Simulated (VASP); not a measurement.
# MgO (P2_1) in VASP: a series of runs

Runs on MgO. Level: PBEsol. Tasks: single point.

Everything below comes from runs of VASP 6.6.1. Logs are shortened: lines on timing, memory, paths and dates and some standing lists are left out, and cuts for length are marked.

### 1 The cell of the first run

The structure is monoclinic, space group P2_1 (No. 4). Conventional cell: a = 3.303 Å, b = 5.019 Å, c = 3.303 Å, α = 90.00°, β = 120.00°, γ = 90.00°. Within 2.6 Å of Mg (site symmetry 1) lie 4 O at 1.97 to 2.01 Å. O (site symmetry 1) has 4 Mg at 1.97 to 2.01 Å within 2.6 Å.

### 2 Single point, PBEsol (mode 4 frozen in at -0.036 Å and mode 5 at -0.108 Å (largest displacements))

Input file INCAR:

```
ALGO     = Normal         # electronic algorithm
EDIFF    = 1E-6           # SCF threshold, eV
ENCUT    = 520            # plane-wave cutoff, eV
GGA      = PS             # functional
ISIF     = 2              # what is computed and relaxed
ISMEAR   = 0              # smearing method
LASPH    = T              # aspherical terms in the spheres
LCHARG   = T              # write CHGCAR
LELF     = T              # ELF
LREAL    = F              # projectors in reciprocal space
LVHAR    = T            
LWAVE    = F              # write WAVECAR
NBANDS   = 16             # bands
NELM     = 80             # most SCF steps
PREC     = Accurate       # precision mode
SIGMA    = 0.05           # smearing width, eV
```

Input file KPOINTS:

```
k-points
0
Gamma
  9 9 6
```

Input file POSCAR:

```
MgO
1.0
    3.3034677759      0.0000000000      0.0000000000
   -1.6517338880      2.8608870145      0.0000000000
    0.0000000000      0.0000000000      5.0193881071
Mg O
2 2
Direct
    0.3035604293      0.6289161370      0.0036583441
    0.6964395707      0.3710838630      0.5036583441
    0.3609537095      0.7016879004      0.4009416559
    0.6390462905      0.2983120996      0.9009416559
```

Potentials or basis: VASP PAW PBE potentials, release 64 (Mg, O).

On the command line:

```sh
$ cat potpaw_PBE.64/Mg/POTCAR potpaw_PBE.64/O/POTCAR > POTCAR
$ mpirun -np 1 vasp_std > vasp.out
```

OUTCAR:

```text
EDIFF = 1E-6
   ENCUT = 520
   GGA = PS
   ISIF = 2
   ISMEAR = 0
   LASPH = T
   LREAL = F
   NELM = 80
   PREC = Accurate

 ion  position               nearest neighbor table
   1  0.304  0.629  0.004-   4 1.97   4 1.97   4 1.98   3 2.01   2 3.06   2 3.06   2 3.13   2 3.13
                             2 3.29   2 3.29
   2  0.696  0.371  0.504-   3 1.97   3 1.97   3 1.98   4 2.01   1 3.06   1 3.06   1 3.13   1 3.13
                             1 3.29   1 3.29
   3  0.361  0.702  0.401-   2 1.97   2 1.97   2 1.98   1 2.01
   4  0.639  0.298  0.901-   1 1.97   1 1.97   1 1.98   2 2.01

  LATTYP: Found a hexagonal cell.
 ALAT       =     3.3034677759
 C/A-ratio  =     1.5194300195

  Lattice vectors:

 A1 = (   3.3034677759,   0.0000000000,   0.0000000000)
 A2 = (  -1.6517338880,   2.8608870145,   0.0000000000)
 A3 = (   0.0000000000,   0.0000000000,   5.0193881071)

Analysis of symmetry for initial positions (statically):
=====================================================================
 Subroutine PRICEL returns:
 Original cell was already a primitive cell.

 Routine SETGRP: Setting up the symmetry group for a
 hexagonal supercell.

 Subroutine GETGRP returns: Found  2 space group operations
 (whereof  1 operations were pure point group operations)
 out of a pool of 24 trial point group operations.

The static configuration has the point symmetry C_1 .
 The point group associated with its full space group is C_2 .

Analysis of symmetry for dynamics (positions and initial velocities):
=====================================================================
 Subroutine PRICEL returns:
 Original cell was already a primitive cell.

 Routine SETGRP: Setting up the symmetry group for a
 hexagonal supercell.

 Subroutine GETGRP returns: Found  2 space group operations
 (whereof  1 operations were pure point group operations)
 out of a pool of 24 trial point group operations.

The dynamic configuration has the point symmetry C_1 .
 The point group associated with its full space group is C_2 .

 Subroutine INISYM returns: Found  2 space group operations
 (whereof  1 operations are pure point group operations),
 and found     1 'primitive' translations

----------------------------------------------------------------------------------------

                                     Primitive cell

  volume of cell :      47.4375

  direct lattice vectors                    reciprocal lattice vectors
     3.303467776  0.000000000  0.000000000     0.302712201  0.174770971  0.000000000
    -1.651733888  2.860887014  0.000000000     0.000000000  0.349541941  0.000000000
     0.000000000  0.000000000  5.019388107     0.000000000  0.000000000  0.199227471

  length of vectors
     3.303467776  3.303467776  5.019388107     0.349541941  0.349541941  0.199227471

  position of ions in fractional coordinates (direct lattice)
     0.303560429  0.628916137  0.003658344
     0.696439571  0.371083863  0.503658344
     0.360953710  0.701687900  0.400941656
     0.639046290  0.298312100  0.900941656

  ion indices of the primitive-cell ions
   primitive index   ion index
                 1           1
                 2           2
                 3           3
                 4           4

----------------------------------------------------------------------------------------

 KPOINTS: k-points

Automatic generation of k-mesh.
 Grid dimensions read from file:
 generate k-points for:    9    9    6

 Generating k-lattice:

  Cartesian coordinates                     Fractional coordinates (reciprocal lattice)
     0.033634689  0.019418997  0.000000000     0.111111111  0.000000000  0.000000000
     0.000000000  0.038837993  0.000000000     0.000000000  0.111111111  0.000000000
     0.000000000  0.000000000  0.033204579     0.000000000  0.000000000  0.166666667

  Length of vectors
     0.038837993  0.038837993  0.033204579

  Shift w.r.t. Gamma in fractional coordinates (k-lattice)
     0.000000000  0.000000000  0.000000000

 Subroutine IBZKPT returns following result:
 ===========================================

 Found    164 irreducible k-points:

 Following reciprocal coordinates:
            Coordinates               Weight
  0.000000  0.000000  0.000000      1.000000
  0.111111  0.000000  0.000000      2.000000
  0.000000  0.111111  0.000000      2.000000
 -0.111111  0.111111  0.000000      2.000000
  0.222222  0.000000  0.000000      2.000000
  0.000000  0.222222  0.000000      2.000000
[... 16 lines left out ...]
  0.333333  0.111111  0.000000      2.000000
 -0.111111  0.444444  0.000000      2.000000
 [... further k-points ...]
   k-points           NKPTS =    164   k-points in BZ     NKDIM =    164   number of bands    NBANDS=     16
   number of dos      NEDOS =    301   number of ions     NIONS =      4
   total plane-waves  NPLWV =  31360
   dimension x,y,z NGX =    28 NGY =   28 NGZ =   40
   dimension x,y,z NGXF=    56 NGYF=   56 NGZF=   80
   ions per type =               2   2
   NGX,Y,Z   is equivalent  to a cutoff of  14.09, 14.09, 13.25 a.u.
   NGXF,Y,Z  is equivalent  to a cutoff of  28.18, 28.18, 26.50 a.u.
 SYSTEM =  unknown system
   PREC   = accura    normal or accurate (medium, high low for compatibility)
   ISTART =      0    job   : 0-new  1-cont  2-samecut
   ICHARG =      2    charge: 1-file 2-atom 10-const
   ISPIN  =      1    spin polarized calculation?
   LNONCOLLINEAR =      F non collinear calculations
   LSORBIT =      F    spin-orbit coupling
   LASPH  =      T    aspherical Exc in radial PAW
   ENCUT  =  520.0 eV  38.22 Ry    6.18 a.u.   6.14  6.14  9.33*2*pi/ulx,y,z
   NELM   =     80;   NELMIN=  2; NELMDL= -5     # of ELM steps
   EDIFF  = 0.1E-05   stopping-criterion for ELM
   LREAL  =      F    real-space projection
   EDIFFG = 0.1E-04   stopping-criterion for IOM
   NSW    =      0    number of steps for IOM
   IBRION =     -1    ionic relax: 0-MD 1-quasi-New 2-CG
   NFREE  =      0    steps in history (QN), initial steepest desc. (CG)
   ISIF   =      2    stress and relaxation
   ISYM   =      2    0-nonsym 1-usesym 2-fastsym
   POTIM  = 0.5000    time-step for ionic-motion
   TEBEG  =    0.0;   TEEND  =   0.0 temperature during run
   PSTRESS=    0.0 pullay stress
   NELECT =      16.0000    total number of electrons
   NUPDOWN=      -1.0000    fix difference up-down
   EMIN   =  10.00;   EMAX   =-10.00  energy-range for DOS
   EFERMI =   0.00;   METHOD = LEGACY
   ISMEAR =     0;   SIGMA  =   0.05  broadening in eV -4-tet -1-fermi 0-gaus
   EFERMI_NEDOS =   21; number of points for ismear=-14 and -15
   IALGO  =     38    algorithm
   IMIX   =      4    mixing-type and parameters
     AMIX     =   0.40;   BMIX     =  1.00
     AMIX_MAG =   1.60;   BMIX_MAG =  1.00
  volume/ion in A,a.u.               =      11.86        80.03
  Fermi-wavevector in a.u.,A,eV,Ry     =   1.139570  2.153475 17.668792  1.298620
  Thomas-Fermi vector in A             =   2.276273
   LORBIT       =      0    0 simple, 1 ext, 2 COOP (PROOUT), +10 PAW based schemes
   GGA     = PS    functional components
   LHFCALC =     F    Hartree Fock is set to
   AEXX    =    0.0000 exact exchange contribution
   IVDW    =     0    specifies the selected vdW correction
   LEPSILON=     F    determine dielectric tensor
   LRPA    =     F    only Hartree local field effects (RPA)
 non-spin polarized calculation
 Gauss-broadening in eV      SIGMA  =   0.05
  energy-cutoff  :      520.00
  volume of cell :       47.44
 maximum number of plane-waves:      1296
 NGX is ok and might be reduce to    28
   NGX = 13   NGY = 13   NGZ = 19

 number of electron      16.0000002 magnetization

 Free energy of the ion-electron system (eV)
  ---------------------------------------------------
  ext. energy  EPLUGINS =         0.00000000
  ---------------------------------------------------
  free energy    TOTEN  =       -24.48467435 eV

  energy without entropy =      -24.48467435  energy(sigma->0) =      -24.48467435

 E-fermi :   1.2749     XC(G=0):  -9.9629

 val. band max:        1.0320424773   @ k =   0.0000   0.0000   0.0000
 cond. band min:       4.2985620835   @ k =   0.0000   0.0000   0.0000
 fundamental gap:      3.2665196062
 Fermi energy:         1.2748659728

 k-point     1 :       0.0000    0.0000    0.0000
  band No.  band energies     occupation
      1     -15.1624      2.00000
      2     -14.3455      2.00000
      3      -2.3171      2.00000
      4       0.1969      2.00000
      5       0.3101      2.00000
      6       0.4729      2.00000
[... 8 lines left out ...]
     15      16.8597      0.00000
     16      17.9952      0.00000

 k-point     2 :       0.1111    0.0000    0.0000
  band No.  band energies     occupation
      1     -15.1010      2.00000
      2     -14.3223      2.00000
      3      -2.1989      2.00000
      4      -0.1014      2.00000
      5       0.1474      2.00000
      6       0.1881      2.00000
[... 8 lines left out ...]
     15      17.1013      0.00000
     16      17.4780      0.00000

 k-point     3 :       0.0000    0.1111    0.0000
  band No.  band energies     occupation
      1     -15.0985      2.00000
      2     -14.3259      2.00000
      3      -2.1924      2.00000
      4      -0.0672      2.00000
      5       0.1933      2.00000
      6       0.2359      2.00000
[... 8 lines left out ...]
     15      16.9499      0.00000
     16      17.2520      0.00000

 k-point     4 :      -0.1111    0.1111    0.0000
  band No.  band energies     occupation
      1     -15.1002      2.00000
      2     -14.3236      2.00000
      3      -2.1965      2.00000
      4      -0.0799      2.00000
      5       0.1751      2.00000
      6       0.1849      2.00000
[... 8 lines left out ...]
     15      16.9544      0.00000
     16      17.5216      0.00000
[... 324 lines left out ...]
 k-point    22 :       0.3333   -0.1111    0.0000
  band No.  band energies     occupation
      1     -14.8023      2.00000
      2     -14.2301      2.00000
      3      -1.5800      2.00000
      4      -1.4184      2.00000
      5      -0.7104      2.00000
      6      -0.0879      2.00000
[... 8 lines left out ...]
     15      15.8614      0.00000
     16      16.6392      0.00000

 k-point    23 :       0.3333    0.1111    0.0000
  band No.  band energies     occupation
      1     -14.6050      2.00000
      2     -14.2125      2.00000
      3      -1.9703      2.00000
      4      -1.1254      2.00000
      5      -0.9401      2.00000
      6      -0.3456      2.00000
[... 8 lines left out ...]
     15      15.2999      0.00000
     16      16.5446      0.00000

 k-point    24 :      -0.1111    0.4444    0.0000
  band No.  band energies     occupation
      1     -14.5560      2.00000
      2     -14.2702      2.00000
      3      -1.7224      2.00000
      4      -1.1949      2.00000
      5      -0.9034      2.00000
      6      -0.3628      2.00000
[... 8 lines left out ...]
     15      14.8013      0.00000
     16      16.7414      0.00000

 [... further k-points ...]
[... 5 lines left out ...]
  --------------------------------------------------------------------------------------
  -------------------------------------------------------------------------------------
  Total       -0.1047198     -0.3229477     -0.0445595     -0.0613768      0.0000000      0.0000000
  in kB       -3.5368592    -10.9074006     -1.5049752     -2.0729725      0.0000000      0.0000000
  external PRESSURE =      -5.3164117 kB  Pullay stress =       0.0000000 kB

 VOLUME and BASIS-vectors are now :
 -----------------------------------------------------------------------------
  energy-cutoff  :      520.00
  volume of cell :       47.44
      direct lattice vectors                 reciprocal lattice vectors
     3.303467776  0.000000000  0.000000000     0.302712201  0.174770971  0.000000000
    -1.651733888  2.860887014  0.000000000     0.000000000  0.349541941  0.000000000
     0.000000000  0.000000000  5.019388107     0.000000000  0.000000000  0.199227471

 POSITION                                       TOTAL-FORCE (eV/Angst)
 -----------------------------------------------------------------------------------
     -0.03600      1.79926      0.01836         0.144797      0.319434      0.072456
      1.68773      1.06163      2.52806        -0.144797     -0.319434      0.072456
      0.03340      2.00745      2.01248        -0.058130     -0.236044     -0.072456
      1.61834      0.85344      4.52218         0.058130      0.236044     -0.072456
 -----------------------------------------------------------------------------------
    total drift:                               -0.000000     -0.000000      0.001187

  FREE ENERGIE OF THE ION-ELECTRON SYSTEM (eV)
  ---------------------------------------------------
  free  energy   TOTEN  =       -24.4846743485 eV

  energy  without entropy=      -24.4846743485  energy(sigma->0) =      -24.48467435
```

Wall time 41 s (1 thread of Intel Xeon 6975P-C (Granite Rapids), shared host); peak memory 0.26 GiB.

What came out:

```
Free energy            : -24.4847 eV
Pressure               : -0.5 GPa
Largest force          : 0.358 eV/Å
Band gap on the k mesh : 3.27 eV, direct
```

Forces in eV/Å, atoms in the order of the input:
```
Mg   0.145  0.319  0.072
Mg  -0.145 -0.319  0.072
O   -0.058 -0.236 -0.072
O    0.058  0.236 -0.072
```

Caveat: the cell differs from its parent crystal (mode 4 frozen in at -0.036 Å and mode 5 at -0.108 Å (largest displacements)); the PAW data sets were made with another functional, which shifts forces and pressure a little.

### 3 Single point, PBEsol (mode 4 frozen in at -0.108 Å and mode 5 at -0.036 Å (largest displacements))

Input file INCAR:

```
ALGO     = Normal         # electronic algorithm
EDIFF    = 1E-6           # SCF threshold, eV
ENCUT    = 520            # plane-wave cutoff, eV
GGA      = PS             # functional
ISIF     = 2              # what is computed and relaxed
ISMEAR   = 0              # smearing method
LASPH    = True           # aspherical terms in the spheres
LCHARG   = False          # write CHGCAR
LREAL    = False          # projectors in reciprocal space
LWAVE    = False          # write WAVECAR
NBANDS   = 16             # bands
NELM     = 80             # most SCF steps
PREC     = Accurate       # precision mode
SIGMA    = 0.05           # smearing width, eV
```

KPOINTS is that of step 2.

Input file POSCAR:

```
MgO
1.0
    3.3034677759      0.0000000000      0.0000000000
   -1.6517338880      2.8608870145      0.0000000000
    0.0000000000      0.0000000000      5.0193881071
Mg O
2 2
Direct
    0.2943486607      0.6540831568      0.0036583441
    0.7056513393      0.3459168432      0.5036583441
    0.3694994837      0.6783404112      0.4009416559
    0.6305005163      0.3216595888      0.9009416559
```

Potentials or basis: VASP PAW PBE potentials, release 64 (Mg, O).

On the command line:

```sh
$ cat potpaw_PBE.64/Mg/POTCAR potpaw_PBE.64/O/POTCAR > POTCAR
$ mpirun -np 1 vasp_std > vasp.out
```

Wall time 40 s (1 thread of Intel Xeon 6975P-C (Granite Rapids), shared host); peak memory 0.26 GiB.

Results (log left out):

```
Free energy            : -24.4823 eV
Pressure               : -0.5 GPa
Largest force          : 0.417 eV/Å
Band gap on the k mesh : 3.27 eV, direct
```

Forces in eV/Å, atoms in the order of the input:
```
Mg   0.381  0.153  0.073
Mg  -0.381 -0.153  0.073
O   -0.202 -0.053 -0.073
O    0.202  0.053 -0.073
```

Stress tensor (GPa, compression positive):
```
-1.03 -0.16  0.00
-0.16 -0.47  0.00
 0.00  0.00 -0.10
```

Levels at points of the mesh, in eV from the valence-band top:
```
           k point  band 6  band 7  band 8  band 9  band 10  band 11
(0.00, 0.00, 0.00)   -0.57   -0.35    0.00    3.27     8.28    10.06
(0.00, 0.00, 0.50)   -0.64   -0.59   -0.59    5.78     5.78    12.91
```

Caveat: the cell differs from its parent crystal (mode 4 frozen in at -0.108 Å and mode 5 at -0.036 Å (largest displacements)); the PAW data sets were made with another functional, which shifts forces and pressure a little. A k mesh can miss the band edges.
